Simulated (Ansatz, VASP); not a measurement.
## Mg6F in VASP and in Ansatz

```
Mg F
1.0
     3.20344    0.00000    0.00000
    -1.60172    7.81532    0.00000
     0.00000    0.00000   20.98511
Mg F
6 1
Direct
  0.84939 0.69878 0.19061
  0.52100 0.04200 0.21976
  0.19261 0.38523 0.24891
  0.37107 0.74148 0.32830
  0.04262 0.08345 0.35424
  0.71282 0.42511 0.38051
  0.71282 0.67511 0.50107
```

Alike in both runs: task single point; functional PBE; k mesh 9 × 4 × 1; occupations gaussian, width 0.1 eV; no spin polarisation.

|  | VASP | Ansatz |
| --- | --- | --- |
| version | VASP 6.6.1 | Ansatz 0.2.0 |
| potentials or method | VASP PAW PBE potentials, release 64 (Mg, F), cutoff 520 eV | scalar-relativistic, plane waves, PAW |
| valence electrons in the cell | 19 | 67 |

```csv
,VASP,Ansatz,Ansatz less VASP
gap on the k mesh at the Fermi level (eV),none,none,-
rms of the force components (eV/Å),0.407,0.409,+0.0018
```

Atom by atom the forces differ by 0.003 eV/Å (rms over components). A gap of «none» marks a metal or a gap that the smearing closes. VASP's potentials hold 19 valence electrons a cell and Ansatz's 67, so a difference there can come from the potentials and not from the codes.
